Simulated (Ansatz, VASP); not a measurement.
# Pt in VASP and in Ansatz

```xyz
1
Lattice="0.0000 1.9609 1.9609 1.9609 0.0000 1.9609 1.9609 1.9609 0.0000" Properties=species:S:1:pos:R:3 pbc="T T T"
Pt    0.0000    0.0000    0.0000
```

Alike in both runs: task relaxation of cell and atoms; functional LDA; k mesh 9 × 9 × 9; occupations fermi-dirac, width 0.05 eV; no spin polarisation.

|  | VASP | Ansatz |
| --- | --- | --- |
| version | VASP 6.6.1 | Ansatz 0.2.0 |
| potentials or method | VASP PAW LDA potentials, release 64 (Pt) | plane waves, PAW |
| plane-wave cutoff (eV) | 500 | 420 |
| valence electrons in the cell | 10 | 18 |

```tsv
	VASP	Ansatz	Ansatz less VASP
relaxed volume (Å³/atom)	14.78	14.74	-0.038
relaxed cell length with the largest relative difference (Å)	2.755	2.752	-0.0024
```

LDA's correlation is that of Perdew and Zunger in VASP and of Perdew and Wang (1992) in Ansatz. VASP's potentials hold 10 valence electrons a cell and Ansatz's 18, so a difference there can come from the potentials and not from the codes.

Neither program's run includes spin-orbit coupling.
